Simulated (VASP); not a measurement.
A run of VASP 6.6.1 is set up as follows.

INCAR

```
SYSTEM = Pd
ALGO = Normal
EDIFF = 1E-6
ENCUT = 520
GGA = PE
ISIF = 2
ISMEAR = 0
LASPH = .TRUE.
LCHARG = .TRUE.
LELF = .TRUE.
LREAL = .FALSE.
LVHAR = .TRUE.
LWAVE = .FALSE.
NBANDS = 11
NELM = 100
PREC = Accurate
SIGMA = 0.15
```

Contents of KPOINTS:

```
k-points
0
G
  8 8 8
  0 0 0
```

Contents of POSCAR:

```
Pd
1.0
    0.0000000000      1.8476550000      1.8476550000
    1.8476550000      0.0000000000      1.8476550000
    1.8476550000      1.8476550000      0.0000000000
Pd
1
Direct
    0.0000000000      0.0000000000      0.0000000000
```

Potentials or basis: VASP PAW PBE potentials, release 64 (Pd).

Launch:

```sh
$ cat potpaw_PBE.64/Pd/POTCAR > POTCAR
$ mpirun -np 1 vasp_std > vasp.out
```

(1) Predict the band gap on the k mesh.

(2) What does it give for the pressure?

## Answers

(1) zero (band 5 reaches 13.13 eV, above the bottom of band 6 at 11.04 eV).

(2) 56.2 GPa.

Caveat: the k points lie up to 0.37 Å⁻¹ apart; the cell differs from its parent crystal (strain -0.050 along x and y, -0.050 along z).
